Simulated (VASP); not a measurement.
Sr:

```
Sr
1.0
     0.00000    3.04235    3.04235
     3.04235    0.00000    3.04235
     3.04235    3.04235    0.00000
Sr
1
Direct
  0.00000 0.00000 0.00000
```

```yaml
Program: VASP 6.6.1
Task: relaxation of volume and atoms at fixed shape
Functional: LDA
Potentials_or_basis: VASP PAW LDA potentials, release 64 (Sr_sv)
Cutoff: 600 eV
k_mesh: 6 × 6 × 6
Occupations: methfessel-paxton, width 0.05 eV
Spin: no spin polarisation
```

At the start: pressure -1.5 GPa; volume 56.32 Å³/atom.

Task: How do energy, volume and symmetry change on relaxing?

Result: Over 3 steps the energy falls by 36.4 meV/atom and the volume is 49.58 Å³/atom (-12.0 %); space group Fm-3m (No. 225, to 0.1 Å) before and after.

The path:
```tsv
step	energy change (eV)	largest force (eV/Å)	pressure (GPa)	volume (Å³)
1	0.0000	0.0000	-1.51	56.32
2	-0.0300	0.0000	-0.72	52.10
3	-0.0364	0.0000	-0.08	49.58
```

Final structure:
```
Sr
1.0
     0.00000    2.91586    2.91586
     2.91586    0.00000    2.91586
     2.91586    2.91586    0.00000
Sr
1
Direct
  0.00000 0.00000 0.00000
```
